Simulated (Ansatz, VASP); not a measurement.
# Two plane-wave programs on Sb

INCAR

```
SYSTEM = Sb
ALGO = Normal
EDIFF = 1E-7
ENCUT = 520
GGA = CA
ISIF = 2
ISMEAR = 0
LASPH = .TRUE.
LCHARG = .TRUE.
LELF = .TRUE.
LREAL = .FALSE.
LVHAR = .TRUE.
LWAVE = .FALSE.
NBANDS = 8
NELM = 100
PREC = Accurate
SIGMA = 0.15
```

File KPOINTS:

```
k-points
0
G
  20 20 20
  0 0 0
```

The input POSCAR:

```
Sb
1.0
    0.0000000000      2.6617637301      1.8818669572
    2.6617637301      0.0000000000      1.8818669572
    2.6617637301      2.6617637301      0.0000000000
Sb
1
Direct
    0.0000000000      0.0000000000      0.0000000000
```

Input for Ansatz:

```yaml
crystal:
  lattice:
    - [0.0, 2.6617637301, 1.8818669572]
    - [2.6617637301, 0.0, 1.8818669572]
    - [2.6617637301, 2.6617637301, 0.0]
  atoms:
    - { symbol: Sb, position: [0.0, 0.0, 0.0] }
basis:
  ecutwfc: 420
kpoints:
  mp_grid: { grid: [20, 20, 20] }
hamiltonian:
  xc: lda
scf:
  occupations: { method: gaussian, width: 0.15 }
output:
  forces: true
  stress: true
  eigenvalues: true
```

Alike in both runs: task single point; functional LDA; k mesh 20 × 20 × 20; occupations gaussian, width 0.15 eV; no spin polarisation.

|  | VASP | Ansatz |
| --- | --- | --- |
| version | VASP 6.6.1 | Ansatz 0.2.0 |
| potentials or method | VASP PAW LDA potentials, release 64 (Sb), cutoff 520 eV | scalar-relativistic, plane waves, PAW |
| valence electrons in the cell | 5 | 15 |

```tsv
	VASP	Ansatz	Ansatz less VASP
gap on the k mesh at the Fermi level (eV)	none	none	-
pressure (GPa)	-2.8	-2.9	-0.07
```

LDA's correlation is that of Perdew and Zunger in VASP and of Perdew and Wang (1992) in Ansatz. A gap of «none» marks a metal or a gap that the smearing closes. VASP's potentials hold 5 valence electrons a cell and Ansatz's 15, so a difference there can come from the potentials and not from the codes.

Spin-orbit coupling is off throughout.
